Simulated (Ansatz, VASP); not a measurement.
Two plane-wave programs on H

```
H
1.0
     3.83903    0.00000    0.00000
    -1.91952    3.32470    0.00000
     0.00000    0.00000    5.04227
H
4
Direct
  0.33333 0.66667 0.17473
  0.66667 0.33333 0.67473
  0.66667 0.33333 0.82527
  0.33333 0.66667 0.32527
```

Alike in both runs: functional PBEsol; k mesh 9 × 9 × 6; occupations gaussian, width 0.02 eV; no spin polarisation.

Ansatz relaxed the structure, and its values are those at the end. VASP's run is a single point on that final structure, the one shown.

|  | VASP | Ansatz |
| --- | --- | --- |
| version | VASP 6.6.1 | Ansatz 0.2.0 |
| potentials or method | VASP PAW PBE potentials, release 64 (H), cutoff 520 eV | scalar-relativistic, plane waves, PAW |
| valence electrons in the cell | 4 | 4 |

```csv
,VASP,Ansatz,Ansatz less VASP
gap on the k mesh at the Fermi level (eV),9.11,9.11,+0.001
least direct gap on the mesh (eV),9.11,9.11,+0.001
pressure (GPa),-0.1,0.0,+0.13
rms of the force components (eV/Å),0.003,0.001,-0.0020
```

VASP's potentials were made for PBE, not for PBEsol. The functional is the same, so the differences come from potentials, cutoffs and numerics.
